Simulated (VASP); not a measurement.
Cd2C, 3 atoms in the cell. The structure is hexagonal, space group P6/mmm (No. 191). Conventional cell: a = 4.678 Å, b = 4.678 Å, c = 2.997 Å, α = 90.00°, β = 90.00°, γ = 120.00°. Within 3.6 Å of Cd (site symmetry -6m2) lie 5 Cd at 2.70 to 3.00 Å and 3 C at 2.70 Å. Within 3.6 Å of C (site symmetry 6/mmm) lie 6 Cd at 2.70 Å and 2 C at 3.00 Å. 

* Program: VASP 6.6.1
* Task: single point
* Functional: PBE
* Potentials or basis: VASP PAW PBE potentials, release 64 (Cd, C)
* Cutoff: 520 eV
* k mesh: 6 × 6 × 6
* Occupations: gaussian, width 0.1 eV
* Spin: collinear spin, ferromagnetic start
* Starting moments: [0.0, 0.0, 1.0] μB
* Dipole correction: no
* Further INCAR settings: ALGO = Normal; EDIFF = 1e-06; NBANDS = 25

Potentials or basis: VASP PAW PBE potentials, release 64 (Cd, C).

Run with:

```sh
$ cat potpaw_PBE.64/Cd/POTCAR potpaw_PBE.64/C/POTCAR > POTCAR
$ mpirun -np 1 vasp_std > vasp.out
```

Hardware: 1 thread of Oxide Virtual Turin-like Processor, on a shared host.

How long does it take, and how much memory?

Wall time 2.4 min on 1 thread of Oxide Virtual Turin-like Processor, with other jobs on the host, peak memory 0.19 GiB. Counts: scf iterations 14, k points 28.
